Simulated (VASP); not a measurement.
# AlNi: single point with PBE

The system is AlNi.

```
CELL_PARAMETERS angstrom
3.03774 0.00000 0.00000
0.00000 3.03774 0.00000
0.00000 0.00000 2.96541
ATOMIC_POSITIONS crystal
Al 0.00000 0.00000 0.00000
Ni 0.50000 0.50000 0.50000
```

This cell differs from its parent crystal: strain +0.050 along x and y, +0.025 along z.

```json
{"Program": "VASP 6.6.1", "Task": "single point", "Functional": "PBE", "Potentials or basis": "VASP PAW PBE potentials, release 64 (Al, Ni)", "Cutoff": "520 eV", "k mesh": "20 × 20 × 20", "Occupations": "gaussian, width 0.15 eV", "Spin": "no spin polarisation"}
```

```
Pressure               : -14.8 GPa
Band gap on the k mesh : zero (an odd number of electrons rules out a gap without spin polarisation)
```

Stress tensor (GPa, compression positive):
```
-15.18   0.00   0.00
  0.00 -15.18   0.00
  0.00   0.00 -13.95
```

Levels at points of the mesh, in eV from the Fermi level:
| k point | band 4 | band 5 | band 6 | band 7 | band 8 | band 9 | band 10 | band 11 |
| --- | --- | --- | --- | --- | --- | --- | --- | --- |
| (0.00, 0.00, 0.00) | -1.32 | -1.27 | -1.27 | 4.70 | 4.70 | 5.48 | 7.60 | 7.76 |
| (0.50, 0.00, 0.00) | -1.92 | -1.80 | -1.20 | -0.62 | 8.07 | 9.10 | 9.34 | 9.85 |
| (0.50, 0.50, 0.00) | -2.61 | -1.66 | -1.66 | -0.88 | 1.12 | 1.75 | 11.20 | 14.43 |
| (0.00, 0.00, 0.50) | -1.91 | -1.91 | -1.24 | -0.47 | 8.10 | 9.19 | 9.19 | 9.56 |
| (0.50, 0.00, 0.50) | -2.41 | -1.75 | -1.73 | -0.84 | 1.33 | 1.92 | 10.68 | 13.83 |
| (0.50, 0.50, 0.50) | -0.86 | -0.81 | 2.10 | 2.10 | 2.14 | 2.57 | 3.74 | 3.97 |

It took 4.9 min on 1 thread of Intel Xeon 8259CL (shared host), peak memory 0.38 GiB.

Caveat: the cell differs from its parent crystal (strain +0.050 along x and y, +0.025 along z); the cell stands under tension. Spin polarisation is off, so any magnetic state and its effect on volume and gap are missing.
